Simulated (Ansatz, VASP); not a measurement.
B23N24: VASP beside Ansatz

```
CELL_PARAMETERS angstrom
-3.83091 2.21178 -4.22685
3.83091 -2.21178 -4.22685
-3.83091 -6.63533 4.22685
ATOMIC_POSITIONS crystal
B 0.16936 0.83438 0.00033
B 0.83281 0.00205 0.83408
B 0.33571 0.49936 0.83438
B 0.00076 0.66653 0.66658
B 0.50147 0.16692 0.66853
B 0.16599 0.33258 0.49974
B 0.66657 0.83317 0.50089
B 0.33449 0.00028 0.33406
B 0.83325 0.49870 0.33210
B 0.50163 0.66533 0.16628
B 0.99904 0.16830 0.16657
B 0.58648 0.91646 0.00032
B 0.08232 0.41544 0.00032
B 0.74943 0.58146 0.83363
B 0.25066 0.08470 0.83264
B 0.91619 0.24955 0.66700
B 0.41671 0.74912 0.66699
B 0.08294 0.91566 0.49987
B 0.58339 0.41610 0.50079
B 0.24950 0.58287 0.33364
B 0.75002 0.08245 0.33366
B 0.41833 0.25238 0.16801
B 0.91607 0.74812 0.16700
N 0.87128 0.53758 0.00032
N 0.35731 0.02322 0.00033
N 0.01964 0.18745 0.83379
N 0.52052 0.68574 0.83305
N 0.18711 0.85235 0.66631
N 0.68722 0.35323 0.66718
N 0.35373 0.51976 0.50013
N 0.85392 0.01995 0.50051
N 0.52111 0.18636 0.33433
N 0.02035 0.68636 0.33346
N 0.68777 0.85301 0.16759
N 0.18615 0.35398 0.16685
N 0.78092 0.08213 0.00032
N 0.27354 0.60455 0.00032
N 0.93998 0.77075 0.83280
N 0.41621 0.26453 0.81793
N 0.10214 0.43677 0.66583
N 0.60366 0.93694 0.66734
N 0.26918 0.10275 0.49889
N 0.77061 0.60419 0.50176
N 0.43662 0.77125 0.33481
N 0.93663 0.26992 0.33330
N 0.59857 0.44695 0.18273
N 0.10747 0.93826 0.16784
```

Alike in both runs: task single point; functional PBE; k mesh 2 × 2 × 2; occupations gaussian, width 0.05 eV; collinear spin.

```csv
,VASP,Ansatz
version,VASP 6.6.1,Ansatz 0.2.0
potentials or method,"VASP PAW PBE potentials, release 64 (B, N), cutoff 520 eV","scalar-relativistic, plane waves, PAW"
valence electrons in the cell,189,189
```

|  | VASP | Ansatz | Ansatz less VASP |
| --- | --- | --- | --- |
| gap on the k mesh at the Fermi level (eV) | 0.43 | 0.42 | -0.012 |
| rms of the force components (eV/Å) | 0.004 | 0.003 | -0.0016 |
| net moment per atom (μB) | 0.06 | 0.06 | 0.000 |
| size of the moment on the site where the two differ most (μB) | 0.43 | 0.35 | -0.079 |

Site moments also hang on the region over which each program counts them. Atom by atom the forces differ by 0.004 eV/Å (rms over components).

The k mesh is coarse, so the values compare programs but aren't converged.
